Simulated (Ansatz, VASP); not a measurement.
## Two plane-wave programs on ZrC

```
Zr C
1.0
     0.00000    2.35643    2.35643
     2.35643    0.00000    2.35643
     2.35643    2.35643    0.00000
Zr C
1 1
Cartesian
  0.0000 0.0000 0.0000
  2.3564 2.3564 2.3564
```

Alike in both runs: task relaxation of cell and atoms; functional PBE; k mesh 16 × 16 × 16; occupations gaussian, width 0.1 eV; no spin polarisation.

```csv
,VASP,Ansatz
version,VASP 6.6.1,Ansatz 0.2.0
potentials or method,"VASP PAW PBE potentials, release 64 (Zr_sv, C), cutoff 600 eV","scalar-relativistic, plane waves, PAW"
valence electrons in the cell,16,16
```

VASP gave:

* gap on the k mesh at the Fermi level, each at its own relaxed structure (eV): none
* relaxed volume (Å³/atom): 13.06
* relaxed cell length with the largest relative difference (Å): 3.330

**Question.** Estimate Ansatz's values.

**Answer.** gap on the k mesh at the Fermi level, each at its own relaxed structure (eV): none; relaxed volume (Å³/atom): 13.05; relaxed cell length with the largest relative difference (Å): 3.330.

A gap of «none» marks a metal or a gap that the smearing closes.
